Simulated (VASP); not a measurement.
A run of VASP 6.6.1 is set up as follows.

INCAR

```
SYSTEM = Al
ALGO = Normal
EDIFF = 1E-7
ENCUT = 520
GGA = PS
ISIF = 2
ISMEAR = 0
LASPH = .True.
LCHARG = .False.
LREAL = Auto
LWAVE = .False.
NBANDS = 68
NELM = 100
PREC = Accurate
SIGMA = 0.05
```

The input KPOINTS:

```
k-points
0
Gamma
  3 3 3
  0 0 0
```

POSCAR

```
Al
1.0
    8.1000000000      0.0000000000      0.0000000000
    0.0000000000      8.1000000000      0.0000000000
    0.0000000000      0.0000000000      8.1000000000
Al
31
Direct
    0.5002990123     -0.0024744444      0.0025829630
    0.7494041975      0.2498190123      0.0009508642
    0.7477328395     -0.0024718519      0.2500448148
   -0.0017209877      0.0007839506     -0.0003887654
    0.2483313580      0.2497945679     -0.0068571605
    0.5002637037      0.5020762963      0.0026186420
    0.7479145679      0.7498011111      0.0024003704
    0.2468390123      0.0117279012      0.2438514815
    0.5010569136      0.2497933333      0.2492776543
    0.7477239506      0.5021004938      0.2500467901
    0.5064932099      0.0117295062      0.5035219753
    0.7572072840      0.2498033333      0.5019913580
    0.7507480247      0.0008007407      0.7520481481
   -0.0017113580      0.4988316049     -0.0004014815
    0.2516800000      0.7498074074      0.0037707407
   -0.0050055556      0.2498146914      0.2510109877
    0.2468175309      0.4878741975      0.2438680247
    0.0037316049     -0.0032502469      0.5017560494
    0.2485132099      0.2498107407      0.5018600000
    0.5064998765      0.4878798765      0.5035017284
    0.7465924691      0.7498259259      0.4986667901
    0.2485616049     -0.0032764198      0.7466341975
    0.4993307407      0.2498071605      0.7553604938
    0.7507180247      0.4988187654      0.7520592593
    0.0028269136      0.7498022222      0.2529864198
    0.0036906173      0.5028696296      0.5017811111
    0.3119376543      0.7498041975      0.4384109877
   -0.0007216049      0.2498053086      0.7510641975
    0.2485613580      0.5028722222      0.7466312346
    0.4973475309      0.7497913580      0.7475002469
    0.0013745679      0.7498076543      0.7489514815
```

Potentials or basis: VASP PAW PBE potentials, release 64 (Al).

Run with:

```bash
$ cat potpaw_PBE.64/Al/POTCAR > POTCAR
$ mpirun -np 1 vasp_std > vasp.out
```

Predict the band gap on the k mesh.

zero (an odd number of electrons rules out a gap without spin polarisation).

Predict the largest force.

0.723 eV/Å.

Estimate the pressure.

-2.2 GPa.

Stress tensor (GPa, compression positive):
```
-2.51  0.00  0.01
 0.00 -1.69  0.00
 0.01  0.00 -2.51
```

Caveat: the PAW data sets were made with another functional, which shifts forces and pressure a little.
